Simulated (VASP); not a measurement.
Here is a VASP 6.6.1 calculation.

File INCAR:

```
PREC = Accurate ; ENCUT = 520
EDIFF = 1E-7 ; ISMEAR = 0
SIGMA = 0.05 ; LREAL = False
LASPH = True ; NELM = 80
ALGO = Normal ; ISIF = 2
LWAVE = False ; LCHARG = False
GGA = CA ; NBANDS = 26
```

File KPOINTS:

```
Automatic mesh
0
Gamma
  8 6 4
```

File POSCAR:

```
AlN
1.0
   -1.6378403119      2.8368226349      0.0000000000
    0.0000000000      0.0000000000      4.1006264518
    4.9135209358      2.8368226349      0.0000000000
Al N
4 4
Direct
    0.7396252384      0.7500000000      0.1455958040
    1.0000000000      0.7500000000      0.6666666667
    0.0000000000      0.2500000000      0.3333333333
    0.5000000000      0.2500000000      0.8333333333
    0.5000000000      0.2500000000      0.1666666667
    1.0000000000      0.2500000000      0.6666666667
    0.0000000000      0.7500000000      0.3333333333
    0.5000000000      0.7500000000      0.8333333333
```

Potentials or basis: VASP PAW LDA potentials, release 64 (Al, N).

The run is started by

```console
$ cat potpaw_LDA.64/Al/POTCAR potpaw_LDA.64/N/POTCAR > POTCAR
$ mpirun -np 1 vasp_std > vasp.out
```

Problem. What does it give for the band gap on the k mesh?

Solution. 2.42 eV.

Problem. Predict the largest force.

Solution. 28.399 eV/Å.

Problem. Estimate the pressure.

Solution. 25.0 GPa.

Forces in eV/Å, atoms in the order of the input:
```
Al   -7.234 -27.462   0.000
Al   -1.335  -0.332   0.000
Al    0.128   1.457   0.000
Al    0.379  -0.265   0.000
N    -1.404   1.265   0.000
N     0.101   0.073   0.000
N     9.516  24.307   0.000
N    -0.152   0.957   0.000
```

Caveat: the cell differs from its parent crystal (atom 1 (Al) moved by -0.496 Å along [1 0 0] and +0.620 Å along [1 2 0]); the stress differs along the axes, from 3 to 63 GPa; forces of over 1 eV/Å act on the atoms, so gaps and moduli don't describe the material at rest. A k mesh can miss the band edges.
